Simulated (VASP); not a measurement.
# Ca2C in VASP: a series of runs, part 2 of 2

VASP 6.6.1. Earlier steps stand in the parts before.

**3. Single point, r2SCAN (strain -3.3%)**

POSCAR reads:

```
Ca2C
1.0
    0.0000000000      3.0259629592      3.0259629592
    3.0259629592      0.0000000000      3.0259629592
    3.0259629592      3.0259629592      0.0000000000
C Ca
1 2
Direct
    0.0000000000      0.0000000000      0.0000000000
    0.2500000000      0.2500000000      0.2500000000
    0.7500000000      0.7500000000      0.7500000000
```

INCAR.step1 reads:

```
PREC     = Accurate       # precision mode
ENCUT    = 520            # plane-wave cutoff, eV
ISMEAR   = -1             # smearing method
SIGMA    = 0.02           # smearing width, eV
LREAL    = False          # projectors in reciprocal space
LASPH    = True           # aspherical terms in the spheres
NELM     = 80             # most SCF steps
NBANDS   = 19             # bands
GGA      = PE             # functional
ALGO     = Normal         # electronic algorithm
EDIFF    = 1E-4           # SCF threshold, eV
LWAVE    = True           # write WAVECAR
LCHARG   = False          # write CHGCAR
```

INCAR.step2 reads:

```
PREC     = Accurate       # precision mode
ENCUT    = 520            # plane-wave cutoff, eV
EDIFF    = 1E-6           # SCF threshold, eV
ISMEAR   = -1             # smearing method
SIGMA    = 0.02           # smearing width, eV
LREAL    = False          # projectors in reciprocal space
LASPH    = True           # aspherical terms in the spheres
NELM     = 80             # most SCF steps
ALGO     = Normal         # electronic algorithm
ISIF     = 2              # what is computed and relaxed
LWAVE    = False          # write WAVECAR
LCHARG   = False          # write CHGCAR
METAGGA  = R2SCAN         # meta-GGA
LMIXTAU  = True         
NBANDS   = 19             # bands
ISTART   = 1
```

KPOINTS reads:

```
Automatic mesh
0
Gamma
  8 8 8
```

Potentials or basis: VASP PAW PBE potentials, release 64 (C, Ca_sv).

Command:

```sh
> cat potpaw_PBE.64/C/POTCAR potpaw_PBE.64/Ca_sv/POTCAR > POTCAR
> cp INCAR.step1 INCAR
> mpirun -np 1 vasp_std > vasp.out
> cp INCAR.step2 INCAR
> mpirun -np 1 vasp_std > vasp.out
```

Run time: 60 s. Hardware: 1 thread of Intel Xeon Platinum 8488C (Sapphire Rapids), shared host; peak memory 0.19 GiB.

It converged, with:

```
Free energy            : -23.1660 eV
Pressure               : 7.5 GPa
Band gap on the k mesh : 0.28 eV
```

Levels at points of the mesh, in eV from the valence-band top:
```csv
k point,band 9,band 10,band 11,band 12,band 13,band 14,band 15,band 16
"(0.00, 0.00, 0.00)",-9.17,-1.40,-1.40,-1.40,1.42,2.09,2.09,6.75
"(0.50, 0.00, 0.00)",-8.47,-2.00,-0.57,-0.57,3.07,3.43,3.43,5.14
"(0.50, 0.50, 0.00)",-8.33,-2.12,0.00,0.00,0.28,3.06,3.11,5.45
```

Caveat: the cell differs from its parent crystal (strain -3.3%); the cell stands under pressure; the PAW data sets were made with another functional, which shifts forces and pressure a little. A k mesh can miss the band edges.

**4. Single point, PBE (uniaxial z strain -1.7%)**

INCAR reads:

```
SYSTEM = Ca2C
  PREC = Accurate
  ENCUT = 520
  EDIFF = 1E-7
  ISMEAR = -1
  SIGMA = 0.02
  LREAL = .False.
  LASPH = .True.
  NELM = 100
  ALGO = Normal
  ISIF = 2
  LWAVE = .False.
  LCHARG = .False.
  GGA = PE
  NBANDS = 19
```

KPOINTS reads:

```
Automatic mesh
0
Gamma
  8 8 8
  0 0 0
```

POSCAR reads:

```
Ca2C
1.0
    0.0000000000      3.1285803962      3.0753945295
    3.1285803962      0.0000000000      3.0753945295
    3.1285803962      3.1285803962      0.0000000000
C Ca
1 2
Direct
    0.0000000000      0.0000000000      0.0000000000
    0.2500000000      0.2500000000      0.2500000000
    0.7500000000      0.7500000000      0.7500000000
```

Potentials or basis: VASP PAW PBE potentials, release 64 (C, Ca_sv).

Command:

```sh
> cat potpaw_PBE.64/C/POTCAR potpaw_PBE.64/Ca_sv/POTCAR > POTCAR
> mpirun -np 1 vasp_std > vasp.out
```

OUTCAR:

```text
SYSTEM = Ca2C
   PREC = Accurate
   ENCUT = 520
   EDIFF = 1E-7
   ISMEAR = -1
   LREAL = .False.
   LASPH = .True.
   NELM = 100
   ISIF = 2
   GGA = PE

 ion  position               nearest neighbor table
   1  0.000  0.000  0.000-
   2  0.250  0.250  0.250-   3 3.08   3 3.08   3 3.13   3 3.13   3 3.13   3 3.13
   3  0.750  0.750  0.750-   2 3.08   2 3.08   2 3.13   2 3.13   2 3.13   2 3.13

  LATTYP: Found a body centered tetragonal cell.
 ALAT       =     4.4244808273
 C/A-ratio  =     1.3901719318

  Lattice vectors:

[... 718 lines left out ...]

  FORCE on cell =-STRESS in cart. coord.  units (eV):
  Direction    XX          YY          ZZ          XY          YZ          ZX
  --------------------------------------------------------------------------------------
  -------------------------------------------------------------------------------------
  Total        0.4291512      0.4291512      1.3150951      0.0000000     -0.0000000      0.0000000
  in kB       11.4207719     11.4207719     34.9979217      0.0000000     -0.0000000      0.0000000
  external PRESSURE =      19.2798218 kB  Pullay stress =       0.0000000 kB

 VOLUME and BASIS-vectors are now :
 -----------------------------------------------------------------------------
  energy-cutoff  :      520.00
  volume of cell :       60.20
      direct lattice vectors                 reciprocal lattice vectors
     0.000000000  3.128580396  3.075394530    -0.159816894  0.159816894  0.162580767
     3.128580396  0.000000000  3.075394530     0.159816894 -0.159816894  0.162580767
     3.128580396  3.128580396  0.000000000     0.159816894  0.159816894 -0.162580767

 POSITION                                       TOTAL-FORCE (eV/Angst)
 -----------------------------------------------------------------------------------
      0.00000      0.00000      0.00000         0.000000      0.000000      0.000000
      1.56429      1.56429      1.53770        -0.000000     -0.000000      0.000000
      4.69287      4.69287      4.61309         0.000000      0.000000      0.000000
 -----------------------------------------------------------------------------------
    total drift:                                0.000000      0.000000      0.000000

  FREE ENERGIE OF THE ION-ELECTRON SYSTEM (eV)
  ---------------------------------------------------
  free  energy   TOTEN  =       -12.0471837938 eV

  energy  without entropy=      -12.0471159414  energy(sigma->0) =      -12.04714987
```

OSZICAR:

```text
N       E                     dE             d eps       ncg     rms          rms(c)
DAV:   1     0.205772647573E+03    0.20577E+03   -0.12445E+04  2242   0.123E+03
DAV:   2     0.534806007601E+00   -0.20524E+03   -0.20132E+03  2368   0.351E+02
DAV:   3    -0.142994586079E+02   -0.14834E+02   -0.14762E+02  4057   0.742E+01
DAV:   4    -0.147701742656E+02   -0.47072E+00   -0.47010E+00  3163   0.132E+01
DAV:   5    -0.147852697467E+02   -0.15095E-01   -0.15092E-01  3578   0.171E+00    0.900E+00
DAV:   6    -0.123059872349E+02    0.24793E+01   -0.25842E+01  2717   0.130E+01    0.403E+00
DAV:   7    -0.120901095803E+02    0.21588E+00   -0.19459E+00  2696   0.551E+00    0.184E+00
DAV:   8    -0.120497854504E+02    0.40324E-01   -0.19512E-01  2826   0.298E+00    0.428E-01
DAV:   9    -0.120469618691E+02    0.28236E-02   -0.26703E-02  3083   0.722E-01    0.198E-01
DAV:  10    -0.120471477819E+02   -0.18591E-03   -0.19895E-03  3347   0.291E-01    0.485E-02
DAV:  11    -0.120472058195E+02   -0.58038E-04   -0.36165E-04  3239   0.817E-02    0.329E-02
DAV:  12    -0.120471836172E+02    0.22202E-04   -0.17163E-04  2977   0.680E-02    0.370E-03
DAV:  13    -0.120471838765E+02   -0.25930E-06   -0.57841E-06  3226   0.144E-02    0.116E-03
DAV:  14    -0.120471837938E+02    0.82672E-07   -0.27270E-07  2645   0.309E-03
   1 F= -.12047184E+02 E0= -.12047150E+02  d E =-.678524E-04
```

Run time: 44 s. Hardware: 1 thread of Intel Xeon Platinum 8488C (Sapphire Rapids), shared host; peak memory 0.23 GiB.

Results:

* Free energy: -12.0472 eV
* Pressure: 1.9 GPa
* Band gap on the k mesh: 0.13 eV

Caveat: the cell differs from its parent crystal (uniaxial z strain -1.7%). A k mesh can miss the band edges.

**5. Single point, r2SCAN (uniaxial z strain -1.7%)**

POSCAR is that of step 4.

INCAR.step1 is that of step 3.

INCAR.step2 is that of step 3.

KPOINTS reads:

```
Automatic mesh
0
Gamma
  8 8 8
```

Command:

```sh
> cat potpaw_PBE.64/C/POTCAR potpaw_PBE.64/Ca_sv/POTCAR > POTCAR
> cp INCAR.step1 INCAR
> mpirun -np 1 vasp_std > vasp.out
> cp INCAR.step2 INCAR
> mpirun -np 1 vasp_std > vasp.out
```

Run time: 3.5 min. Hardware: 1 thread of Intel Xeon Platinum 8488C (Sapphire Rapids), shared host; peak memory 0.25 GiB.

Results (log left out):

```
Free energy            : -23.2907 eV
Pressure               : 1.4 GPa
Band gap on the k mesh : 0.32 eV
```

Stress tensor (GPa, compression positive):
```
0.62 0.00 0.00
0.00 0.62 0.00
0.00 0.00 3.07
```

Levels at points of the mesh, in eV from the valence-band top:
| k point | band 8 | band 9 | band 10 | band 11 | band 12 | band 13 | band 14 | band 15 | band 16 | band 17 |
| --- | --- | --- | --- | --- | --- | --- | --- | --- | --- | --- |
| (0.00, 0.00, 0.00) | -21.82 | -9.01 | -1.20 | -1.20 | -1.13 | 1.13 | 2.15 | 2.15 | 6.27 | 6.27 |
| (0.50, 0.00, 0.00) | -22.05 | -8.40 | -1.99 | -0.51 | -0.44 | 3.02 | 3.28 | 3.37 | 4.76 | 4.90 |
| (0.50, 0.50, 0.00) | -21.70 | -8.26 | -2.00 | -0.08 | -0.08 | 0.39 | 2.84 | 3.15 | 5.10 | 5.10 |
| (0.50, 0.00, 0.50) | -21.71 | -8.26 | -2.06 | -0.03 | 0.00 | 0.32 | 2.97 | 3.05 | 5.20 | 5.32 |

Caveat: the cell differs from its parent crystal (uniaxial z strain -1.7%); the PAW data sets were made with another functional, which shifts forces and pressure a little.

**6. Overview**

```tsv
level	cell	gap on the mesh (eV)	pressure (GPa)
PBE	a = 4.279 Å, angles 60.0°, 3 atoms	0.09	7.8
r2SCAN	a = 4.279 Å, angles 60.0°, 3 atoms	0.28	7.5
PBE	a = 4.387, b = 4.387, c = 4.424 Å, angles 59.7, 59.7, 60.6°, 3 atoms	0.13	1.9
r2SCAN	a = 4.387, b = 4.387, c = 4.424 Å, angles 59.7, 59.7, 60.6°, 3 atoms	0.32	1.4
```

Alike in all rows: task single point; potentials or basis VASP PAW PBE potentials, release 64 (C, Ca_sv); no spin polarisation; k mesh 8 × 8 × 8; cutoff (eV) 520; smearing fermi-dirac 0.02 eV.

Caveats: the cell stands under pressure (at least some runs); the PAW data sets were made with another functional, which shifts forces and pressure a little (at least some runs).

Total energies depend on the potentials used, so only differences within one code and one set of settings carry meaning.
